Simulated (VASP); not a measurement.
# Ti3PO2 (P-3m1) in VASP: a series of runs, part 2 of 2

VASP 6.6.1. The steps go on from the part before.

## Step 3: Single point, LDA

This run uses another cell than the first one, of 12.12 Å³/atom.

Input file INCAR:

```
PREC     = Accurate       # precision mode
ENCUT    = 520            # plane-wave cutoff, eV
EDIFF    = 1E-6           # SCF threshold, eV
ISMEAR   = 1              # smearing method
SIGMA    = 0.1            # smearing width, eV
LREAL    = F              # projectors in reciprocal space
LASPH    = T              # aspherical terms in the spheres
NELM     = 100            # most SCF steps
ALGO     = Normal         # electronic algorithm
ISIF     = 2              # what is computed and relaxed
LWAVE    = F              # write WAVECAR
LCHARG   = F              # write CHGCAR
GGA      = CA             # functional
NBANDS   = 36             # bands
```

Input file KPOINTS:

```
Automatic mesh
0
Gamma
  8 8 3
```

Input file POSCAR:

```
Ti3PO2
1.0
    3.2141571762      0.0000000000      0.0000000000
   -1.6070785932      2.7835417652      0.0000000000
    0.0000000000      0.0000000000      8.1283965413
Ti P O
3 1 2
Direct
    0.3333333333      0.6666666667      0.7067560000
    0.6666666667      0.3333333333      0.2932440000
    0.0000000000      0.0000000000      0.0000000000
    0.0000000000      0.0000000000      0.5000000000
    0.3333333333      0.6666666667      0.1422570000
    0.6666666667      0.3333333333      0.8577430000
```

Potentials or basis: VASP PAW LDA potentials, release 64 (Ti_sv, P, O).

Launch:

```
$ cat potpaw_LDA.64/Ti_sv/POTCAR potpaw_LDA.64/P/POTCAR potpaw_LDA.64/O/POTCAR > POTCAR
$ mpirun -np 1 vasp_std > vasp.out
```

OUTCAR:

```text
PREC = Accurate
   ENCUT = 520
   EDIFF = 1E-6
   ISMEAR = 1
   LREAL = F
   LASPH = T
   NELM = 100
   ISIF = 2
   GGA = CA

 ion  position               nearest neighbor table
   1  0.333  0.667  0.707-   6 2.22   6 2.22   6 2.22   4 2.50   4 2.50   4 2.50
   2  0.667  0.333  0.293-   5 2.22   5 2.22   5 2.22   4 2.50   4 2.50   4 2.50
   3  0.000  0.000  0.000-   6 2.19   5 2.19   6 2.19   5 2.19   5 2.19   6 2.19
   4  0.000  0.000  0.500-   2 2.50   1 2.50   2 2.50   1 2.50   1 2.50   2 2.50
   5  0.333  0.667  0.142-   3 2.19   3 2.19   3 2.19   2 2.22   2 2.22   2 2.22
   6  0.667  0.333  0.858-   3 2.19   3 2.19   3 2.19   1 2.22   1 2.22   1 2.22

  LATTYP: Found a hexagonal cell.
 ALAT       =     3.2141571762
 C/A-ratio  =     2.5289356107

  Lattice vectors:

 A1 = (   3.2141571762,   0.0000000000,   0.0000000000)
 A2 = (  -1.6070785932,   2.7835417652,   0.0000000000)
 A3 = (   0.0000000000,   0.0000000000,   8.1283965413)

Analysis of symmetry for initial positions (statically):
=====================================================================
 Subroutine PRICEL returns:
 Original cell was already a primitive cell.

 Routine SETGRP: Setting up the symmetry group for a
 hexagonal supercell.

 Subroutine GETGRP returns: Found 12 space group operations
 (whereof 12 operations were pure point group operations)
 out of a pool of 24 trial point group operations.

The static configuration has the point symmetry D_3d.

Analysis of symmetry for dynamics (positions and initial velocities):
=====================================================================
 Subroutine PRICEL returns:
 Original cell was already a primitive cell.

 Routine SETGRP: Setting up the symmetry group for a
 hexagonal supercell.

 Subroutine GETGRP returns: Found 12 space group operations
 (whereof 12 operations were pure point group operations)
[... 123 lines left out ...]
   EFERMI =   0.00;   METHOD = LEGACY
   ISMEAR =     1;   SIGMA  =   0.10  broadening in eV -4-tet -1-fermi 0-gaus
   EFERMI_NEDOS =   21; number of points for ismear=-14 and -15
   IALGO  =     38    algorithm
   IMIX   =      4    mixing-type and parameters
     AMIX     =   0.40;   BMIX     =  1.00
     AMIX_MAG =   1.60;   BMIX_MAG =  1.00
  volume/ion in A,a.u.               =      12.12        81.79
  Fermi-wavevector in a.u.,A,eV,Ry     =   1.473251  2.784042 29.531035  2.170470
  Thomas-Fermi vector in A             =   2.588167
   LORBIT       =      0    0 simple, 1 ext, 2 COOP (PROOUT), +10 PAW based schemes
   GGA     = CA    functional components
   LHFCALC =     F    Hartree Fock is set to
   AEXX    =    0.0000 exact exchange contribution
   IVDW    =     0    specifies the selected vdW correction
   LEPSILON=     F    determine dielectric tensor
   LRPA    =     F    only Hartree local field effects (RPA)
 non-spin polarized calculation
 Methfessel and Paxton  Order N= 1 SIGMA  =   0.10
  energy-cutoff  :      520.00
  volume of cell :       72.72
 maximum number of plane-waves:      1979
   NGX = 11   NGY = 11   NGZ = 31

 number of electron      52.9999998 magnetization

 Free energy of the ion-electron system (eV)
  ---------------------------------------------------
  ext. energy  EPLUGINS =         0.00000000
  ---------------------------------------------------
  free energy    TOTEN  =       -54.73110145 eV

  energy without entropy =      -54.72976812  energy(sigma->0) =      -54.73065701

 E-fermi :  10.0238     XC(G=0): -12.3755

 val. band max:       10.0167284041   @ k =   0.2500   0.0000   0.3333
 cond. band min:      10.0275822836   @ k =   0.1250   0.1250   0.3333
 fundamental gap:      0.0108538795
 Fermi energy:        10.0237646618

 k-point     1 :       0.0000    0.0000    0.0000
  band No.  band energies     occupation
      1     -47.3762      2.00000
      2     -46.9041      2.00000
      3     -46.9039      2.00000
      4     -24.1408      2.00000
      5     -23.9626      2.00000
      6     -23.9626      2.00000
[... 925 lines left out ...]
     35      12.0259      0.00000
     36      12.3459      0.00000

 [... further k-points ...]
[... 5 lines left out ...]
  --------------------------------------------------------------------------------------
  -------------------------------------------------------------------------------------
  Total       -8.2765008     -8.2765007     -8.3160190      0.0000000      0.0000000      0.0000000
  in kB     -182.3423748   -182.3423746   -183.2130153      0.0000003      0.0000000      0.0000000
  external PRESSURE =    -182.6325882 kB  Pullay stress =       0.0000000 kB

 VOLUME and BASIS-vectors are now :
 -----------------------------------------------------------------------------
  energy-cutoff  :      520.00
  volume of cell :       72.72
      direct lattice vectors                 reciprocal lattice vectors
     3.214157176  0.000000000  0.000000000     0.311123553  0.179627268  0.000000000
    -1.607078593  2.783541765  0.000000000     0.000000000  0.359254534  0.000000000
     0.000000000  0.000000000  8.128396541     0.000000000  0.000000000  0.123025494

 POSITION                                       TOTAL-FORCE (eV/Angst)
 -----------------------------------------------------------------------------------
     -0.00000      1.85569      5.74479         0.000000      0.000000      0.222939
      1.60708      0.92785      2.38360         0.000000      0.000000     -0.222939
      0.00000      0.00000      0.00000        -0.000000      0.000000      0.000000
      0.00000      0.00000      4.06420        -0.000000      0.000000      0.000000
     -0.00000      1.85569      1.15632         0.000000      0.000000     -0.071365
      1.60708      0.92785      6.97208        -0.000000      0.000000      0.071365
 -----------------------------------------------------------------------------------
    total drift:                                0.000000     -0.000000      0.000000

  FREE ENERGIE OF THE ION-ELECTRON SYSTEM (eV)
  ---------------------------------------------------
  free  energy   TOTEN  =       -54.7311014512 eV

  energy  without entropy=      -54.7297681217  energy(sigma->0) =      -54.73065701
```

Run time: 2.1 min. Hardware: 1 thread of Intel Xeon Platinum 8375C at 2.90GHz (Ice Lake), shared host; peak memory 0.19 GiB.

Results:

| Property | Result |
| --- | --- |
| Free energy | -54.7311 eV |
| Pressure | -18.3 GPa |
| Largest force | 0.223 eV/Å |
| Band gap on the k mesh | zero (an odd number of electrons rules out a gap without spin polarisation) |

Forces on the atoms (eV/Å):
```
Ti   0.000  0.000  0.223
Ti   0.000  0.000 -0.223
Ti   0.000  0.000  0.000
P    0.000  0.000  0.000
O    0.000  0.000 -0.071
O    0.000  0.000  0.071
```

Caveat: the cell stands under tension; an odd number of electrons without spin polarisation forces a metal; a magnetic or distorted state may lie lower.

## Step 4: Single point, LDA

This run uses another cell than the first one, of 12.47 Å³/atom.

Input file INCAR:

```
SYSTEM = Ti3PO2
PREC = Accurate
ENCUT = 520
EDIFF = 1E-6
ISMEAR = 1
SIGMA = 0.1
LREAL = .False.
LASPH = .True.
NELM = 80
ALGO = Normal
ISIF = 2
LWAVE = .False.
LCHARG = .False.
NBANDS = 36
```

Input file KPOINTS:

```
Automatic mesh
0
Gamma
  8 8 3
  0 0 0
```

Changes to POSCAR since step 3:

```diff
@@ -2,5 +2,5 @@
 1.0
-    3.2141571762      0.0000000000      0.0000000000
-   -1.6070785932      2.7835417652      0.0000000000
-    0.0000000000      0.0000000000      8.1283965413
+    3.2447700394      0.0000000000      0.0000000000
+   -1.6223850248      2.8100532824      0.0000000000
+    0.0000000000      0.0000000000      8.2058145011
 Ti P O
```

Launch:

```
$ cat potpaw_LDA.64/Ti_sv/POTCAR potpaw_LDA.64/P/POTCAR potpaw_LDA.64/O/POTCAR > POTCAR
$ mpirun -np 1 vasp_std > vasp.out
```

It took 2 min on 1 thread of Intel Xeon Platinum 8375C at 2.90GHz (Ice Lake), shared host; peak memory 0.19 GiB.

It converged, with:

| Property | Result |
| --- | --- |
| Free energy | -54.4701 eV |
| Pressure | -21.8 GPa |
| Largest force | 0.184 eV/Å |
| Band gap on the k mesh | zero (an odd number of electrons rules out a gap without spin polarisation) |

Forces in eV/Å, atoms in the order of the input:
```
Ti   0.000  0.000  0.184
Ti   0.000  0.000 -0.184
Ti   0.000  0.000  0.000
P    0.000  0.000  0.000
O    0.000  0.000 -0.100
O    0.000  0.000  0.100
```

Stress tensor (GPa, compression positive):
```
-21.65   0.00   0.00
  0.00 -21.65   0.00
  0.00   0.00 -22.09
```

Levels at points of the mesh, in eV from the Fermi level:
| k point | band 24 | band 25 | band 26 | band 27 | band 28 | band 29 |
| --- | --- | --- | --- | --- | --- | --- |
| (0.00, 0.00, 0.00) | -0.80 | -0.78 | -0.70 | -0.70 | -0.14 | 0.16 |
| (0.50, 0.00, 0.00) | -2.67 | -1.77 | -0.43 | 0.30 | 0.61 | 0.63 |

Caveat: the cell stands under tension; an odd number of electrons without spin polarisation forces a metal; a magnetic or distorted state may lie lower.

## Step 5: Summary

```csv
cell,gap on the mesh (eV),pressure (GPa),largest force (eV/Å)
"a = 3.183, b = 3.183, c = 8.049 Å, angles 90.0, 90.0, 120.0°, 6 atoms",none,-14.1,0.26
"a = 3.214, b = 3.214, c = 8.128 Å, angles 90.0, 90.0, 120.0°, 6 atoms",none,-18.3,0.22
"a = 3.245, b = 3.245, c = 8.206 Å, angles 90.0, 90.0, 120.0°, 6 atoms",none,-21.8,0.18
```

Alike in all rows: task single point; level LDA; potentials or basis VASP PAW LDA potentials, release 64 (Ti_sv, P, O); no spin polarisation; k mesh 8 × 8 × 3; cutoff (eV) 520; smearing methfessel-paxton 0.1 eV.

Caveats: the cell stands under tension; an odd number of electrons without spin polarisation forces a metal; a magnetic or distorted state may lie lower.

Absolute energies hang on the potentials; compare differences alone.
